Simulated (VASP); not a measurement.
# Ru (P2_1/m) in VASP: a series of runs

The runs below take Ru through single point, with LDA.

Everything below comes from runs of VASP 6.6.1. Logs are shortened: lines on timing, memory, paths and dates and some standing lists are left out, and cuts for length are marked.

## Step 1: The cell of the first run

The structure is monoclinic, space group P2_1/m (No. 11). The conventional cell has a = 2.674 Å, b = 4.227 Å, c = 2.674 Å, α = 90.00°, β = 120.00°, γ = 90.00°. Ru (site symmetry m) has 12 Ru at 2.48 to 2.86 Å within 3.3 Å.

## Step 2: Single point, LDA (atoms displaced along several vibrational modes)

INCAR reads:

```
SYSTEM = Ru
PREC = Accurate ; ENCUT = 520
EDIFF = 1E-6 ; ISMEAR = 0
SIGMA = 0.15 ; LREAL = .FALSE.
LASPH = .TRUE. ; NELM = 60
ALGO = Fast ; ISIF = 2
LWAVE = .FALSE. ; LCHARG = .FALSE.
GGA = CA ; NBANDS = 21
```

KPOINTS reads:

```
Automatic mesh
0
G
  21 21 10
  0 0 0
```

POSCAR reads:

```
Ru
1.0
    2.6740588025      0.0000000000      0.0000000000
   -1.3370294013      2.3158028542      0.0000000000
    0.0000000000      0.0000000000      4.2267610266
Ru
2
Direct
    0.3112055618      0.7271208628      0.2500000000
    0.6887944382      0.2728791372      0.7500000000
```

Potentials or basis: VASP PAW LDA potentials, release 64 (Ru_pv).

Run with:

```sh
cat potpaw_LDA.64/Ru_pv/POTCAR > POTCAR
mpirun -np 1 vasp_std > vasp.out
```

OUTCAR:

```text
SYSTEM = Ru
   PREC = Accurate
   ENCUT = 520
   EDIFF = 1E-6
   ISMEAR = 0
   LREAL = .FALSE.
   LASPH = .TRUE.
   NELM = 60
   ISIF = 2
   GGA = CA

 ion  position               nearest neighbor table
   1  0.311  0.727  0.250-   2 2.48   2 2.48   2 2.59   2 2.59   2 2.86   2 2.86
   2  0.689  0.273  0.750-   1 2.48   1 2.48   1 2.59   1 2.59   1 2.86   1 2.86

  LATTYP: Found a hexagonal cell.
 ALAT       =     2.6740588025
 C/A-ratio  =     1.5806537323

  Lattice vectors:

 A1 = (   2.6740588025,   0.0000000000,   0.0000000000)
 A2 = (  -1.3370294013,   2.3158028542,   0.0000000000)
 A3 = (   0.0000000000,   0.0000000000,   4.2267610266)

Analysis of symmetry for initial positions (statically):
=====================================================================
 Subroutine PRICEL returns:
 Original cell was already a primitive cell.

 Routine SETGRP: Setting up the symmetry group for a
 hexagonal supercell.

 Subroutine GETGRP returns: Found  4 space group operations
 (whereof  2 operations were pure point group operations)
 out of a pool of 24 trial point group operations.

The static configuration has the point symmetry S_2 .
 The point group associated with its full space group is C_2h.

Analysis of symmetry for dynamics (positions and initial velocities):
=====================================================================
 Subroutine PRICEL returns:
 Original cell was already a primitive cell.

 Routine SETGRP: Setting up the symmetry group for a
 hexagonal supercell.

 Subroutine GETGRP returns: Found  4 space group operations
 (whereof  2 operations were pure point group operations)
 out of a pool of 24 trial point group operations.

The dynamic configuration has the point symmetry S_2 .
 The point group associated with its full space group is C_2h.

 Subroutine INISYM returns: Found  4 space group operations
 (whereof  2 operations are pure point group operations),
 and found     1 'primitive' translations

----------------------------------------------------------------------------------------

                                     Primitive cell

  volume of cell :      26.1746

  direct lattice vectors                    reciprocal lattice vectors
     2.674058802  0.000000000  0.000000000     0.373963355  0.215907843  0.000000000
    -1.337029401  2.315802854  0.000000000     0.000000000  0.431815687  0.000000000
     0.000000000  0.000000000  4.226761027     0.000000000  0.000000000  0.236587778

  length of vectors
     2.674058802  2.674058803  4.226761027     0.431815687  0.431815687  0.236587778

  position of ions in fractional coordinates (direct lattice)
     0.311205562  0.727120863  0.250000000
     0.688794438  0.272879137  0.750000000

  ion indices of the primitive-cell ions
   primitive index   ion index
                 1           1
                 2           2

----------------------------------------------------------------------------------------

 KPOINTS: Automatic mesh

Automatic generation of k-mesh.
 Grid dimensions read from file:
 generate k-points for:   21   21   10

 Generating k-lattice:

  Cartesian coordinates                     Fractional coordinates (reciprocal lattice)
     0.017807779  0.010281326  0.000000000     0.047619048 -0.000000000  0.000000000
     0.000000000  0.020562652  0.000000000     0.000000000  0.047619048  0.000000000
     0.000000000  0.000000000  0.023658778     0.000000000  0.000000000  0.100000000

  Length of vectors
     0.020562652  0.020562652  0.023658778

  Shift w.r.t. Gamma in fractional coordinates (k-lattice)
     0.000000000  0.000000000  0.000000000

 Subroutine IBZKPT returns following result:
 ===========================================

 Found   1326 irreducible k-points:

 Following reciprocal coordinates:
            Coordinates               Weight
  0.000000  0.000000  0.000000      1.000000
  0.047619 -0.000000  0.000000      2.000000
  0.000000  0.047619  0.000000      2.000000
 -0.047619  0.047619  0.000000      2.000000
  0.095238 -0.000000  0.000000      2.000000
  0.000000  0.095238  0.000000      2.000000
[... 16 lines left out ...]
  0.380952 -0.000000  0.000000      2.000000
  0.000000  0.380952  0.000000      2.000000
 [... further k-points ...]
   k-points           NKPTS =   1326   k-points in BZ     NKDIM =   1326   number of bands    NBANDS=     21
   number of dos      NEDOS =    301   number of ions     NIONS =      2
   total plane-waves  NPLWV =  12800
   dimension x,y,z NGX =    20 NGY =   20 NGZ =   32
   dimension x,y,z NGXF=    40 NGYF=   40 NGZF=   64
   ions per type =               2
   NGX,Y,Z   is equivalent  to a cutoff of  12.43, 12.43, 12.59 a.u.
   NGXF,Y,Z  is equivalent  to a cutoff of  24.87, 24.87, 25.17 a.u.
 SYSTEM =  Ru
   PREC   = accura    normal or accurate (medium, high low for compatibility)
   ISTART =      0    job   : 0-new  1-cont  2-samecut
   ICHARG =      2    charge: 1-file 2-atom 10-const
   ISPIN  =      1    spin polarized calculation?
   LNONCOLLINEAR =      F non collinear calculations
   LSORBIT =      F    spin-orbit coupling
   LASPH  =      T    aspherical Exc in radial PAW
   ENCUT  =  520.0 eV  38.22 Ry    6.18 a.u.   4.97  4.97  7.86*2*pi/ulx,y,z
   NELM   =     60;   NELMIN=  2; NELMDL= -5     # of ELM steps
   EDIFF  = 0.1E-05   stopping-criterion for ELM
   LREAL  =      F    real-space projection
   EDIFFG = 0.1E-04   stopping-criterion for IOM
   NSW    =      0    number of steps for IOM
   IBRION =     -1    ionic relax: 0-MD 1-quasi-New 2-CG
   NFREE  =      0    steps in history (QN), initial steepest desc. (CG)
   ISIF   =      2    stress and relaxation
   ISYM   =      2    0-nonsym 1-usesym 2-fastsym
   POTIM  = 0.5000    time-step for ionic-motion
   TEBEG  =    0.0;   TEEND  =   0.0 temperature during run
   PSTRESS=    0.0 pullay stress
   NELECT =      28.0000    total number of electrons
   NUPDOWN=      -1.0000    fix difference up-down
   EMIN   =  10.00;   EMAX   =-10.00  energy-range for DOS
   EFERMI =   0.00;   METHOD = LEGACY
   ISMEAR =     0;   SIGMA  =   0.15  broadening in eV -4-tet -1-fermi 0-gaus
   EFERMI_NEDOS =   21; number of points for ismear=-14 and -15
   IALGO  =     68    algorithm
   IMIX   =      4    mixing-type and parameters
     AMIX     =   0.40;   BMIX     =  1.00
     AMIX_MAG =   1.60;   BMIX_MAG =  1.00
  volume/ion in A,a.u.               =      13.09        88.32
  Fermi-wavevector in a.u.,A,eV,Ry     =   1.674303  3.163974 38.141091  2.803291
  Thomas-Fermi vector in A             =   2.759122
   LORBIT       =      0    0 simple, 1 ext, 2 COOP (PROOUT), +10 PAW based schemes
   GGA     = CA    functional components
   LHFCALC =     F    Hartree Fock is set to
   AEXX    =    0.0000 exact exchange contribution
   IVDW    =     0    specifies the selected vdW correction
   LEPSILON=     F    determine dielectric tensor
   LRPA    =     F    only Hartree local field effects (RPA)
 non-spin polarized calculation
 RMM-DIIS sequential band-by-band and
 Gauss-broadening in eV      SIGMA  =   0.15
  energy-cutoff  :      520.00
  volume of cell :       26.17
 maximum number of plane-waves:       732
   NGX =  9   NGY =  9   NGZ = 15

 number of electron      27.9999994 magnetization

 Free energy of the ion-electron system (eV)
  ---------------------------------------------------
  ext. energy  EPLUGINS =         0.00000000
  ---------------------------------------------------
  free energy    TOTEN  =       -20.79846290 eV

  energy without entropy =      -20.77311494  energy(sigma->0) =      -20.78578892

 E-fermi :  13.4991     XC(G=0): -14.5932

 val. band max:       13.4990569417   @ k =  -0.0476  -0.4762   0.3000
 cond. band min:      13.5031344252   @ k =   0.0476   0.1905  -0.3000
 fundamental gap:      0.0040774835
 Fermi energy:        13.4991226313

 k-point     1 :       0.0000    0.0000    0.0000
  band No.  band energies     occupation
      1     -30.2867      2.00000
      2     -29.2086      2.00000
      3     -28.9796      2.00000
      4     -28.9554      2.00000
      5     -28.8515      2.00000
      6     -28.8156      2.00000
[... 13 lines left out ...]
     20      23.4403      0.00000
     21      24.3650      0.00000

 k-point     2 :       0.0476   -0.0000    0.0000
  band No.  band energies     occupation
      1     -30.2771      2.00000
      2     -29.2218      2.00000
      3     -28.9883      2.00000
      4     -28.9666      2.00000
      5     -28.8669      2.00000
      6     -28.8207      2.00000
[... 13 lines left out ...]
     20      23.4403      0.00000
     21      24.3398      0.00000

 k-point     3 :       0.0000    0.0476    0.0000
  band No.  band energies     occupation
      1     -30.2765      2.00000
      2     -29.2244      2.00000
      3     -28.9920      2.00000
      4     -28.9590      2.00000
      5     -28.8684      2.00000
      6     -28.8214      2.00000
[... 13 lines left out ...]
     20      23.4403      0.00000
     21      24.3379      0.00000

 k-point     4 :      -0.0476    0.0476    0.0000
  band No.  band energies     occupation
      1     -30.2809      2.00000
      2     -29.2139      2.00000
      3     -29.0087      2.00000
      4     -28.9652      2.00000
      5     -28.8554      2.00000
      6     -28.8164      2.00000
[... 13 lines left out ...]
     20      23.4403      0.00000
     21      24.3464      0.00000

 k-point     5 :       0.0952   -0.0000    0.0000
  band No.  band energies     occupation
      1     -30.2486      2.00000
      2     -29.2618      2.00000
      3     -29.0182      2.00000
      4     -29.0001      2.00000
      5     -28.9043      2.00000
      6     -28.8360      2.00000
[... 13 lines left out ...]
     20      23.4402      0.00000
     21      24.2621      0.00000

 k-point     6 :       0.0000    0.0952    0.0000
  band No.  band energies     occupation
      1     -30.2463      2.00000
      2     -29.2709      2.00000
      3     -29.0244      2.00000
      4     -28.9822      2.00000
      5     -28.9073      2.00000
      6     -28.8386      2.00000
[... 13 lines left out ...]
     20      23.4402      0.00000
     21      24.2561      0.00000

 k-point     7 :      -0.0952    0.0952    0.0000
  band No.  band energies     occupation
      1     -30.2637      2.00000
      2     -29.2293      2.00000
      3     -29.0819      2.00000
      4     -29.0045      2.00000
      5     -28.8668      2.00000
      6     -28.8186      2.00000
[... 13 lines left out ...]
     20      23.4402      0.00000
     21      24.2869      0.00000
[... 291 lines left out ...]
      1     -29.8904      2.00000
      2     -29.7434      2.00000
      3     -29.5684      2.00000
      4     -29.2231      2.00000
      5     -29.0574      2.00000
      6     -29.0527      2.00000
[... 13 lines left out ...]
     20      23.4663      0.00000
     21      25.2933      0.00000

 k-point    21 :       0.0000    0.3333    0.0000
  band No.  band energies     occupation
      1     -29.8529      2.00000
      2     -29.7617      2.00000
      3     -29.5828      2.00000
      4     -29.2237      2.00000
      5     -29.0977      2.00000
      6     -29.0217      2.00000
[... 13 lines left out ...]
     20      23.7634      0.00000
     21      25.1527      0.00000

 k-point    22 :      -0.3333    0.3333    0.0000
  band No.  band energies     occupation
      1     -30.0789      2.00000
      2     -29.7372      2.00000
      3     -29.4822      2.00000
      4     -29.3691      2.00000
      5     -28.9835      2.00000
      6     -28.8484      2.00000
[... 13 lines left out ...]
     20      23.4429      0.00000
     21      25.4850      0.00000

 k-point    23 :       0.3810   -0.0000    0.0000
  band No.  band energies     occupation
      1     -29.8328      2.00000
      2     -29.8017      2.00000
      3     -29.6674      2.00000
      4     -29.2539      2.00000
      5     -29.1219      2.00000
      6     -29.0728      2.00000
[... 13 lines left out ...]
     20      24.5441      0.00000
     21      24.5953      0.00000

 k-point    24 :       0.0000    0.3810    0.0000
  band No.  band energies     occupation
      1     -29.8460      2.00000
      2     -29.7458      2.00000
      3     -29.6893      2.00000
      4     -29.2554      2.00000
      5     -29.1810      2.00000
      6     -29.0390      2.00000
[... 13 lines left out ...]
     20      24.6047      0.00000
     21      24.9666      0.00000

 [... further k-points ...]

------------------------ aborting loop because EDIFF is reached ----------------------------------------

  FORCE on cell =-STRESS in cart. coord.  units (eV):
  Direction    XX          YY          ZZ          XY          YZ          ZX
  --------------------------------------------------------------------------------------
  -------------------------------------------------------------------------------------
  Total       -0.4321100      1.4323752      3.1667546      1.0441454      0.0000000      0.0000000
  in kB      -26.4499392     87.6772926    193.8406063     63.9133130      0.0000000      0.0000000
  external PRESSURE =      85.0226532 kB  Pullay stress =       0.0000000 kB

 VOLUME and BASIS-vectors are now :
 -----------------------------------------------------------------------------
  energy-cutoff  :      520.00
  volume of cell :       26.17
      direct lattice vectors                 reciprocal lattice vectors
     2.674058802  0.000000000  0.000000000     0.373963355  0.215907843  0.000000000
    -1.337029401  2.315802854  0.000000000     0.000000000  0.431815687  0.000000000
     0.000000000  0.000000000  4.226761027     0.000000000  0.000000000  0.236587778

 POSITION                                       TOTAL-FORCE (eV/Angst)
 -----------------------------------------------------------------------------------
     -0.14000      1.68387      1.05669         2.052458     -1.806301     -0.000000
      1.47703      0.63193      3.17007        -2.052458      1.806301      0.000000
 -----------------------------------------------------------------------------------
    total drift:                                0.000000      0.000000     -0.000000

  FREE ENERGIE OF THE ION-ELECTRON SYSTEM (eV)
  ---------------------------------------------------
  free  energy   TOTEN  =       -20.7984628983 eV

  energy  without entropy=      -20.7731149352  energy(sigma->0) =      -20.78578892
```

It took 7.8 min on 1 thread of Oxide Virtual Turin-like, shared host; peak memory 0.57 GiB.

What came out:

```
Free energy            : -20.7985 eV
Pressure               : 8.5 GPa
Largest force          : 2.734 eV/Å
Band gap on the k mesh : zero (bands 14 and 15 overlap by 3.11 eV)
```

Forces in eV/Å, atoms in the order of the input:
```
Ru   2.052 -1.806  0.000
Ru  -2.052  1.806  0.000
```

Caveat: the cell differs from its parent crystal (atoms displaced along several vibrational modes); the stress differs along the axes, from -3 to 19 GPa; forces of over 1 eV/Å act on the atoms, so gaps and moduli don't describe the material at rest.

## Step 3: Single point, LDA (atoms displaced along several vibrational modes)

INCAR reads:

```
  PREC = Accurate
  ENCUT = 520
  EDIFF = 1E-7
  ISMEAR = 0
  SIGMA = 0.15
  LREAL = F
  LASPH = T
  NELM = 100
  ALGO = Fast
  ISIF = 2
  LWAVE = F
  LCHARG = F
  NBANDS = 21
```

KPOINTS reads:

```
regular mesh
0
Gamma
  21 21 10
```

POSCAR reads:

```
Ru
1.0
    2.6740588025      0.0000000000      0.0000000000
   -1.3370294013      2.3158028542      0.0000000000
    0.0000000000      0.0000000000      4.2267610266
Ru
2
Direct
    0.2507513656      0.6062124705      0.2500000000
    0.7492486344      0.3937875295      0.7500000000
```

Potentials or basis: VASP PAW LDA potentials, release 64 (Ru_pv).

Run with:

```sh
cat potpaw_LDA.64/Ru_pv/POTCAR > POTCAR
mpirun -np 1 vasp_std > vasp.out
```

Run time: 12 min. Hardware: 1 thread of Oxide Virtual Turin-like, shared host; peak memory 0.57 GiB.

The run converged. Its results:

```
Free energy            : -20.8479 eV
Pressure               : 9.7 GPa
Largest force          : 2.509 eV/Å
Band gap on the k mesh : zero (bands 14 and 15 overlap by 3.07 eV)
```

Forces on the atoms (eV/Å):
```
Ru   1.626  1.911  0.000
Ru  -1.626 -1.911  0.000
```

Stress tensor (GPa, compression positive):
```
10.49  5.40  0.00
 5.40 -1.28  0.00
 0.00  0.00 19.93
```

Levels at points of the mesh, in eV from the Fermi level:
```tsv
k point	band 12	band 13	band 14	band 15	band 16	band 17
(0.00, 0.00, 0.00)	-2.41	-2.27	-1.47	-0.35	-0.12	1.27
(0.00, 0.00, 0.50)	-3.12	-2.54	-2.54	0.18	0.18	0.71
```

Caveat: the cell differs from its parent crystal (atoms displaced along several vibrational modes); the stress differs along the axes, from -1 to 20 GPa; forces of over 1 eV/Å act on the atoms, so gaps and moduli don't describe the material at rest.

## Step 4: Single point, LDA (atoms displaced along several vibrational modes)

INCAR reads:

```
PREC = Accurate ; ENCUT = 520
EDIFF = 1E-6 ; ISMEAR = 0
SIGMA = 0.15 ; LREAL = F
LASPH = T ; NELM = 80
ALGO = Fast ; ISIF = 2
LWAVE = F ; LCHARG = T
LELF = T ; LVHAR = T
NBANDS = 21
```

KPOINTS reads:

```
Automatic mesh
0
Gamma
  21 21 10
```

POSCAR reads:

```
Ru
1.0
    2.6740588025      0.0000000000      0.0000000000
   -1.3370294013      2.3158028542      0.0000000000
    0.0000000000      0.0000000000      4.2267610266
Ru
2
Direct
    0.3011226655      0.7069550702      0.2500000000
    0.6988773345      0.2930449298      0.7500000000
```

Run with:

```sh
cat potpaw_LDA.64/Ru_pv/POTCAR > POTCAR
mpirun -np 1 vasp_std > vasp.out
```

It took 11 min on 1 thread of Oxide Virtual Turin-like, shared host; peak memory 0.57 GiB.

It converged, with:

```yaml
Free_energy: -20.9491 eV
Pressure: 6.4 GPa
Largest_force: 2.562 eV/Å
Band_gap_on_the_k_mesh: zero (bands 14 and 15 overlap by 3.13 eV)
```

Forces on the atoms (eV/Å):
```
Ru   2.153 -1.389  0.000
Ru  -2.153  1.389  0.000
```

Stress tensor (GPa, compression positive):
```
-1.65  6.30  0.00
 6.30  6.40  0.00
 0.00  0.00 14.54
```

Levels at points of the mesh, in eV from the Fermi level:
| k point | band 10 | band 11 | band 12 | band 13 | band 14 | band 15 | band 16 | band 17 | band 18 | band 19 |
| --- | --- | --- | --- | --- | --- | --- | --- | --- | --- | --- |
| (0.00, 0.00, 0.00) | -3.06 | -2.49 | -2.37 | -1.78 | -1.69 | -0.24 | -0.12 | 1.27 | 2.31 | 9.92 |
| (0.00, 0.00, 0.50) | -3.01 | -2.91 | -2.91 | -2.73 | -2.73 | -0.01 | -0.01 | 0.52 | 0.52 | 9.93 |

Caveat: the cell differs from its parent crystal (atoms displaced along several vibrational modes); the stress differs along the axes, from -2 to 15 GPa; forces of over 1 eV/Å act on the atoms, so gaps and moduli don't describe the material at rest.

## Step 5: Single point, LDA (atoms displaced along several vibrational modes)

INCAR reads:

```
SYSTEM = Ru
  PREC = Accurate
  ENCUT = 520
  EDIFF = 1E-7
  ISMEAR = 0
  SIGMA = 0.15
  LREAL = .False.
  LASPH = .True.
  NELM = 100
  ALGO = Fast
  ISIF = 2
  LWAVE = .False.
  LCHARG = .False.
  NBANDS = 21
```

KPOINTS reads:

```
Automatic mesh
0
Gamma
  21 21 10
  0 0 0
```

POSCAR reads:

```
Ru
1.0
    2.6740588025      0.0000000000      0.0000000000
   -1.3370294013      2.3158028542      0.0000000000
    0.0000000000      0.0000000000      4.2267610266
Ru
2
Direct
    0.2608342619      0.6263782631      0.2500000000
    0.7391657381      0.3736217369      0.7500000000
```

Run with:

```sh
cat potpaw_LDA.64/Ru_pv/POTCAR > POTCAR
mpirun -np 1 vasp_std > vasp.out
```

Wall time 12 min (1 thread of Oxide Virtual Turin-like, shared host); peak memory 0.58 GiB.

It converged, with:

| Item | Value |
| --- | --- |
| Free energy | -20.9974 eV |
| Pressure | 7.5 GPa |
| Largest force | 2.210 eV/Å |
| Band gap on the k mesh | zero (bands 14 and 15 overlap by 3.04 eV) |

Forces in eV/Å, atoms in the order of the input:
```
Ru   1.813  1.265  0.000
Ru  -1.813 -1.265  0.000
```

Stress tensor (GPa, compression positive):
```
 7.46  5.25  0.00
 5.25  0.20  0.00
 0.00  0.00 14.87
```

Levels at points of the mesh, in eV from the Fermi level:
```
           k point  band 10  band 11  band 12  band 13  band 14  band 15  band 16  band 17  band 18  band 19
(0.00, 0.00, 0.00)    -2.83    -2.56    -2.45    -2.20    -1.49    -0.35    -0.10     1.29     1.87     9.92
(0.00, 0.00, 0.50)    -3.16    -3.13    -3.13    -2.58    -2.58     0.20     0.20     0.77     0.77     9.93
```

Caveat: the cell differs from its parent crystal (atoms displaced along several vibrational modes); the stress differs along the axes, from 0 to 15 GPa; forces of over 1 eV/Å act on the atoms, so gaps and moduli don't describe the material at rest.

[end of part 1 of 2]
